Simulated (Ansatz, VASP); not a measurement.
## F in VASP and in Ansatz

INCAR

```
SYSTEM = F
PREC = Accurate
ENCUT = 520
EDIFF = 1E-7
ISMEAR = -1
SIGMA = 0.08
LREAL = .FALSE.
LASPH = .TRUE.
NELM = 80
ALGO = Normal
ISIF = 2
LWAVE = .FALSE.
LCHARG = .FALSE.
GGA = PE
NBANDS = 14
```

File KPOINTS:

```
regular mesh
0
G
  19 19 10
  0 0 0
```

POSCAR

```
F
1.0
    2.8840062197      0.0000000000      0.0000000000
   -1.4420031098      2.4976226509      0.0000000000
    0.0000000000      0.0000000000      2.9010645515
F
2
Direct
    0.3333333333      0.6666666667      0.2500000000
    0.6666666667      0.3333333333      0.7500000000
```

Input for Ansatz:

```yaml
crystal:
  lattice:
    - [2.8840062197, 0.0, 0.0]
    - [-1.4420031098, 2.4976226509, 0.0]
    - [0.0, 0.0, 2.9010645515]
  atoms:
    - { symbol: F, position: [0.3333333333, 0.6666666667, 0.25] }
    - { symbol: F, position: [0.6666666667, 0.3333333333, 0.75] }
kpoints:
  mp_grid: { grid: [19, 19, 10] }
scf:
  occupations: { method: fermi_dirac, width: 0.08 }
hamiltonian:
  xc: pbe
  pseudopotentials: { kind: all_electron, lapw: { basis_error: 0.0005 } }
output:
  forces: true
  stress: true
  eigenvalues: true
```

Change from the starting cell: volume scaled by 0.98.

Alike in both runs: task single point; functional PBE; k mesh 19 × 19 × 10; occupations fermi-dirac, width 0.08 eV; no spin polarisation.

|  | VASP | Ansatz |
| --- | --- | --- |
| version | VASP 6.6.1 | Ansatz 0.2.0 |
| potentials or method | VASP PAW PBE potentials, release 64 (F), cutoff 520 eV | all-electron LAPW, scalar-relativistic |

VASP gave:

* pressure (GPa): 0.5
* traceless stress, the component that is largest in VASP (GPa): 0.28

Task: Which values does Ansatz return?

Result: Pressure (GPa): 1.2; traceless stress, the component that is largest in VASP (GPa): 0.27.

Ansatz ran all-electron here, and VASP with PAW potentials.
